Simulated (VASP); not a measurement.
BP, 2 atoms in the cell. It takes space group F-43m (No. 216, cubic). The conventional cell has a = 4.490 Å, b = 4.490 Å, c = 4.490 Å, α = 90.00°, β = 90.00°, γ = 90.00°. B (site symmetry -43m) has 4 P at 1.94 Å within 2.6 Å. P (site symmetry -43m) has 4 B at 1.94 Å within 2.6 Å. 

| Property | Result |
| --- | --- |
| Program | VASP 6.6.1 |
| Task | relaxation of cell and atoms |
| Functional | LDA |
| Potentials or basis | VASP PAW LDA potentials, release 64 (B, P) |
| Cutoff | 600 eV |
| k mesh | 10 × 10 × 10 |
| Occupations | gaussian, width 0.01 eV |
| Spin | no spin polarisation |
| Target pressure | 9 GPa |
| Dipole correction | no |
| Further INCAR settings | ALGO = Normal; EDIFF = 1e-06; IBRION = 2; EDIFFG = -0.001; NSW = 80; ISIF = 3 |

Potentials or basis: VASP PAW LDA potentials, release 64 (B, P).

Launch:

```bash
$ cat potpaw_LDA.64/B/POTCAR potpaw_LDA.64/P/POTCAR > POTCAR
$ mpirun -np 1 vasp_std > vasp.out
```

Hardware: 1 thread of Intel(R) Xeon(R) Platinum 8488C (Sapphire Rapids), on a shared host.

**Question.** How long does it take, and how much memory?

**Answer.** It took 17 s on 1 thread of Intel(R) Xeon(R) Platinum 8488C (Sapphire Rapids), on a shared host, peak memory 0.14 GiB. Counts: scf iterations 37, k points 47, ion steps 6.
